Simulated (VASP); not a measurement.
# SnSe2 (R-3m) in VASP: further runs

Runs on SnSe2. Level: PBEsol. Tasks: single point, relaxation of cell and atoms.

Everything below comes from runs of VASP 6.6.1. Logs are shortened: lines on timing, memory, paths and dates and some standing lists are left out, and cuts for length are marked.

## Step 1: The cell of the first run

Symmetry: R-3m, No. 166, trigonal system. The conventional cell has a = 3.817 Å, b = 3.817 Å, c = 19.208 Å, α = 90.00°, β = 90.00°, γ = 120.00°. Sn (site symmetry -3m) has 6 Se at 2.71 Å within 3.6 Å. Within 3.6 Å of Se (site symmetry 3m) lie 3 Sn at 2.71 Å.

## Step 2: Single point, PBEsol

INCAR reads:

```
PREC = Accurate
ENCUT = 520
EDIFF = 1E-6
ISMEAR = -1
SIGMA = 0.03
LREAL = False
LASPH = True
NELM = 100
ALGO = Normal
ISIF = 2
LWAVE = False
LCHARG = True
GGA = PS
LELF = True
LVHAR = True
NBANDS = 20
```

KPOINTS reads:

```
regular mesh
0
Gamma
  6 6 6
```

POSCAR reads:

```
SnSe2
1.0
    1.9083344193      1.1017773907      6.4025599416
   -1.9083344193      1.1017773907      6.4025599416
    0.0000000000     -2.2035547814      6.4025599416
Sn Se
1 2
Direct
    0.0000000000      0.0000000000      0.0000000000
    0.2510075020      0.2510075020      0.2510075020
    0.7489924980      0.7489924980      0.7489924980
```

Potentials or basis: VASP PAW PBE potentials, release 64 (Sn_d, Se).

Command:

```sh
$ cat potpaw_PBE.64/Sn_d/POTCAR potpaw_PBE.64/Se/POTCAR > POTCAR
$ mpirun -np 1 vasp_std > vasp.out
```

OUTCAR:

```text
PREC = Accurate
   ENCUT = 520
   EDIFF = 1E-6
   ISMEAR = -1
   LREAL = False
   LASPH = True
   NELM = 100
   ISIF = 2
   GGA = PS

 ion  position               nearest neighbor table
   1  0.000  0.000  0.000-   3 2.71   3 2.71   2 2.71   2 2.71   3 2.71   2 2.71
   2  0.251  0.251  0.251-   1 2.71   1 2.71   1 2.71
   3  0.749  0.749  0.749-   1 2.71   1 2.71   1 2.71

  LATTYP: Found a trigonal (rhomboedric) cell.
 ALAT       =     6.7711466887
 COS(alpha) =     0.8411400148

  Lattice vectors:

 A1 = (   1.9083344193,   1.1017773907,   6.4025599416)
 A2 = (  -1.9083344193,   1.1017773907,   6.4025599416)
 A3 = (   0.0000000000,  -2.2035547814,   6.4025599416)

Analysis of symmetry for initial positions (statically):
=====================================================================
 Subroutine PRICEL returns:
 Original cell was already a primitive cell.

 Routine SETGRP: Setting up the symmetry group for a
 trigonal (rhombohedral) supercell.

 Subroutine GETGRP returns: Found 12 space group operations
 (whereof 12 operations were pure point group operations)
 out of a pool of 12 trial point group operations.

The static configuration has the point symmetry D_3d.

Analysis of symmetry for dynamics (positions and initial velocities):
=====================================================================
 Subroutine PRICEL returns:
 Original cell was already a primitive cell.

 Routine SETGRP: Setting up the symmetry group for a
 trigonal (rhombohedral) supercell.

 Subroutine GETGRP returns: Found 12 space group operations
 (whereof 12 operations were pure point group operations)
 out of a pool of 12 trial point group operations.

The dynamic configuration has the point symmetry D_3d.

 Subroutine INISYM returns: Found 12 space group operations
 (whereof 12 operations are pure point group operations),
 and found     1 'primitive' translations

----------------------------------------------------------------------------------------

                                     Primitive cell

  volume of cell :      80.7706

  direct lattice vectors                    reciprocal lattice vectors
     1.908334419  1.101777391  6.402559942     0.262008585  0.151270727  0.052062509
    -1.908334419  1.101777391  6.402559942    -0.262008585  0.151270727  0.052062509
     0.000000000 -2.203554781  6.402559942     0.000000000 -0.302541454  0.052062509

  length of vectors
     6.771146689  6.771146689  6.771146689     0.306988332  0.306988332  0.306988332

  position of ions in fractional coordinates (direct lattice)
     0.000000000  0.000000000  0.000000000
     0.251007502  0.251007502  0.251007502
     0.748992498  0.748992498  0.748992498

  ion indices of the primitive-cell ions
   primitive index   ion index
                 1           1
                 2           2
                 3           3

----------------------------------------------------------------------------------------

 KPOINTS: regular mesh

Automatic generation of k-mesh.
 Grid dimensions read from file:
 generate k-points for:    6    6    6

 Generating k-lattice:

  Cartesian coordinates                     Fractional coordinates (reciprocal lattice)
     0.043668097  0.025211788  0.008677085     0.166666667  0.000000000  0.000000000
    -0.043668097  0.025211788  0.008677085     0.000000000  0.166666667  0.000000000
     0.000000000 -0.050423576  0.008677085     0.000000000  0.000000000  0.166666667

  Length of vectors
     0.051164722  0.051164722  0.051164722

  Shift w.r.t. Gamma in fractional coordinates (k-lattice)
     0.000000000  0.000000000  0.000000000

 Subroutine IBZKPT returns following result:
 ===========================================

 Found     32 irreducible k-points:

 Following reciprocal coordinates:
            Coordinates               Weight
  0.000000  0.000000  0.000000      1.000000
  0.166667  0.000000  0.000000      6.000000
  0.333333  0.000000  0.000000      6.000000
  0.500000  0.000000  0.000000      3.000000
  0.166667  0.166667  0.000000      6.000000
  0.333333  0.166667  0.000000     12.000000
[... 16 lines left out ...]
  0.500000  0.500000  0.166667      6.000000
 -0.333333  0.500000  0.166667     12.000000
 [... further k-points ...]
   k-points           NKPTS =     32   k-points in BZ     NKDIM =     32   number of bands    NBANDS=     20
   number of dos      NEDOS =    301   number of ions     NIONS =      3
   total plane-waves  NPLWV = 125000
   dimension x,y,z NGX =    50 NGY =   50 NGZ =   50
   dimension x,y,z NGXF=   100 NGYF=  100 NGZF=  100
   ions per type =               1   2
   NGX,Y,Z   is equivalent  to a cutoff of  12.28, 12.28, 12.28 a.u.
   NGXF,Y,Z  is equivalent  to a cutoff of  24.55, 24.55, 24.55 a.u.
 SYSTEM =  unknown system
   PREC   = accura    normal or accurate (medium, high low for compatibility)
   ISTART =      0    job   : 0-new  1-cont  2-samecut
   ICHARG =      2    charge: 1-file 2-atom 10-const
   ISPIN  =      1    spin polarized calculation?
   LNONCOLLINEAR =      F non collinear calculations
   LSORBIT =      F    spin-orbit coupling
   LASPH  =      T    aspherical Exc in radial PAW
   ENCUT  =  520.0 eV  38.22 Ry    6.18 a.u.  12.59 12.59 12.59*2*pi/ulx,y,z
   NELM   =    100;   NELMIN=  2; NELMDL= -5     # of ELM steps
   EDIFF  = 0.1E-05   stopping-criterion for ELM
   LREAL  =      F    real-space projection
   EDIFFG = 0.1E-04   stopping-criterion for IOM
   NSW    =      0    number of steps for IOM
   IBRION =     -1    ionic relax: 0-MD 1-quasi-New 2-CG
   NFREE  =      0    steps in history (QN), initial steepest desc. (CG)
   ISIF   =      2    stress and relaxation
   ISYM   =      2    0-nonsym 1-usesym 2-fastsym
   POTIM  = 0.5000    time-step for ionic-motion
   TEBEG  =    0.0;   TEEND  =   0.0 temperature during run
   PSTRESS=    0.0 pullay stress
   NELECT =      26.0000    total number of electrons
   NUPDOWN=      -1.0000    fix difference up-down
   EMIN   =  10.00;   EMAX   =-10.00  energy-range for DOS
   EFERMI =   0.00;   METHOD = LEGACY
   ISMEAR =    -1;   SIGMA  =   0.03  broadening in eV -4-tet -1-fermi 0-gaus
   EFERMI_NEDOS =   21; number of points for ismear=-14 and -15
   IALGO  =     38    algorithm
   IMIX   =      4    mixing-type and parameters
     AMIX     =   0.40;   BMIX     =  1.00
     AMIX_MAG =   1.60;   BMIX_MAG =  1.00
  volume/ion in A,a.u.               =      26.92       181.69
  Fermi-wavevector in a.u.,A,eV,Ry     =   1.121971  2.120217 17.127263  1.258818
  Thomas-Fermi vector in A             =   2.258628
   LORBIT       =      0    0 simple, 1 ext, 2 COOP (PROOUT), +10 PAW based schemes
   GGA     = PS    functional components
   LHFCALC =     F    Hartree Fock is set to
   AEXX    =    0.0000 exact exchange contribution
   IVDW    =     0    specifies the selected vdW correction
   LEPSILON=     F    determine dielectric tensor
   LRPA    =     F    only Hartree local field effects (RPA)
 non-spin polarized calculation
  energy-cutoff  :      520.00
  volume of cell :       80.77
 maximum number of plane-waves:      2194
   NGX = 25   NGY = 25   NGZ = 25

 number of electron      26.0000000 magnetization

 Free energy of the ion-electron system (eV)
  ---------------------------------------------------
  ext. energy  EPLUGINS =         0.00000000
  ---------------------------------------------------
  free energy    TOTEN  =       -12.94552503 eV

  energy without entropy =      -12.94527998  energy(sigma->0) =      -12.94540251

 E-fermi :   3.7438     XC(G=0):  -9.4095

 val. band max:        3.5798450296   @ k =   0.5000   0.5000   0.3333
 cond. band min:       3.8525982764   @ k =   0.5000   0.5000   0.0000
 fundamental gap:      0.2727532468
 Fermi energy:         3.7437827727

 k-point     1 :       0.0000    0.0000    0.0000
  band No.  band energies     occupation
      1     -17.5355      2.00000
      2     -17.5355      2.00000
      3     -17.4989      2.00000
      4     -17.4862      2.00000
      5     -17.4862      2.00000
      6     -10.1745      2.00000
[... 12 lines left out ...]
     19      12.1155      0.00000
     20      12.1155      0.00000

 k-point     2 :       0.1667    0.0000    0.0000
  band No.  band energies     occupation
      1     -17.5472      2.00000
      2     -17.5262      2.00000
      3     -17.4946      2.00000
      4     -17.4892      2.00000
      5     -17.4846      2.00000
      6      -9.9023      2.00000
[... 12 lines left out ...]
     19      12.2707      0.00000
     20      12.6580      0.00000

 k-point     3 :       0.3333    0.0000    0.0000
  band No.  band energies     occupation
      1     -17.5745      2.00000
      2     -17.5154      2.00000
      3     -17.5051      2.00000
      4     -17.4737      2.00000
      5     -17.4724      2.00000
      6      -9.1754      2.00000
[... 12 lines left out ...]
     19      12.0018      0.00000
     20      13.1590      0.00000

 k-point     4 :       0.5000    0.0000    0.0000
  band No.  band energies     occupation
      1     -17.5890      2.00000
      2     -17.5138      2.00000
      3     -17.5100      2.00000
      4     -17.4643      2.00000
      5     -17.4635      2.00000
      6      -8.5141      2.00000
[... 12 lines left out ...]
     19      12.3608      0.00000
     20      13.3306      0.00000

 k-point     5 :       0.1667    0.1667    0.0000
  band No.  band energies     occupation
      1     -17.5472      2.00000
      2     -17.5262      2.00000
      3     -17.4946      2.00000
      4     -17.4892      2.00000
      5     -17.4846      2.00000
      6      -9.8932      2.00000
[... 12 lines left out ...]
     19      12.1734      0.00000
     20      12.5652      0.00000
[... 353 lines left out ...]
      6      -8.5743      2.00000
[... 12 lines left out ...]
     19      12.2885      0.00000
     20      13.4480      0.00000

 k-point    22 :      -0.1667    0.3333    0.1667
  band No.  band energies     occupation
      1     -17.5745      2.00000
      2     -17.5256      2.00000
      3     -17.5014      2.00000
      4     -17.4758      2.00000
      5     -17.4637      2.00000
      6      -8.6533      2.00000
[... 12 lines left out ...]
     19      12.4807      0.00000
     20      12.6983      0.00000

 k-point    23 :       0.5000    0.5000    0.1667
  band No.  band energies     occupation
      1     -17.5746      2.00000
      2     -17.5154      2.00000
      3     -17.5050      2.00000
      4     -17.4737      2.00000
      5     -17.4724      2.00000
      6      -9.1035      2.00000
[... 12 lines left out ...]
     19      12.5430      0.00000
     20      13.5186      0.00000

 k-point    24 :      -0.3333    0.5000    0.1667
  band No.  band energies     occupation
      1     -17.5746      2.00000
      2     -17.5256      2.00000
      3     -17.5014      2.00000
      4     -17.4758      2.00000
      5     -17.4637      2.00000
      6      -8.5875      2.00000
[... 12 lines left out ...]
     19      12.5498      0.00000
     20      14.0074      0.00000

 [... further k-points ...]
[... 5 lines left out ...]
  --------------------------------------------------------------------------------------
  -------------------------------------------------------------------------------------
  Total        0.0566392      0.0566392      0.0686485      0.0000000      0.0000000      0.0000000
  in kB        1.1235029      1.1235029      1.3617212      0.0000000      0.0000000      0.0000000
  external PRESSURE =       1.2029090 kB  Pullay stress =       0.0000000 kB

 VOLUME and BASIS-vectors are now :
 -----------------------------------------------------------------------------
  energy-cutoff  :      520.00
  volume of cell :       80.77
      direct lattice vectors                 reciprocal lattice vectors
     1.908334419  1.101777391  6.402559942     0.262008585  0.151270727  0.052062509
    -1.908334419  1.101777391  6.402559942    -0.262008585  0.151270727  0.052062509
     0.000000000 -2.203554781  6.402559942     0.000000000 -0.302541454  0.052062509

 POSITION                                       TOTAL-FORCE (eV/Angst)
 -----------------------------------------------------------------------------------
      0.00000      0.00000      0.00000         0.000000     -0.000000      0.000000
      0.00000      0.00000      4.82127         0.000000      0.000000     -0.021521
      0.00000      0.00000     14.38641         0.000000     -0.000000      0.021521
 -----------------------------------------------------------------------------------
    total drift:                                0.000000      0.000000      0.000000

  FREE ENERGIE OF THE ION-ELECTRON SYSTEM (eV)
  ---------------------------------------------------
  free  energy   TOTEN  =       -12.9455250305 eV

  energy  without entropy=      -12.9452799810  energy(sigma->0) =      -12.94540251
```

Wall time 3.1 min (1 thread of AMD EPYC 7R13, shared host); peak memory 0.33 GiB.

Results:

* Free energy: -12.9455 eV
* Pressure: 0.1 GPa
* Largest force: 0.022 eV/Å
* Band gap on the k mesh: 0.27 eV, indirect (least direct gap 0.52 eV)

Forces in eV/Å, atoms in the order of the input:
```
Sn   0.000  0.000  0.000
Se   0.000  0.000 -0.022
Se   0.000  0.000  0.022
```

Caveat: the PAW data sets were made with another functional, which shifts forces and pressure a little; spin-orbit coupling is left out, which moves the levels of the heavy elements.

(Continued in part 2 of 2.)
